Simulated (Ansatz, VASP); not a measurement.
# One calculation of HfO2, two programs

```
Hf O
1.0
     5.09761    0.00000    0.00000
     0.00000   -5.09761    0.00000
     0.00000    0.00000   -5.09761
Hf O
4 8
Cartesian
  0.0000 -5.0976 -5.0976
  2.5488 -2.5488 -5.0976
  2.5488 -5.0976 -2.5488
  0.0000 -2.5488 -2.5488
  1.2744 -1.2744 -1.2744
  3.8232 -3.8232 -1.2744
  3.8232 -1.2744 -3.8232
  1.2744 -3.8232 -3.8232
  3.8232 -3.8232 -3.8232
  1.2744 -1.2744 -3.8232
  1.2744 -3.8232 -1.2744
  3.8232 -1.2744 -1.2744
```

Alike in both runs: task single point; functional PBE; k mesh 6 × 6 × 6; occupations gaussian, width 0.05 eV; no spin polarisation.

```csv
,VASP,Ansatz
version,VASP 6.6.1,Ansatz 0.2.0
potentials or method,"VASP PAW PBE potentials, release 64 (Hf_pv, O), cutoff 520 eV","scalar-relativistic, plane waves, PAW"
valence electrons in the cell,88,152
```

Ansatz gave:

- gap on the k mesh at the Fermi level (eV): 3.75
- least direct gap on the mesh (eV): 3.75
- pressure (GPa): 0.0

Task: Estimate VASP's values.

Result: gap on the k mesh at the Fermi level (eV): 3.76; least direct gap on the mesh (eV): 3.76; pressure (GPa): -3.6.

VASP's potentials hold 88 valence electrons a cell and Ansatz's 152, so a difference there can come from the potentials and not from the codes.

Neither program's run includes spin-orbit coupling.
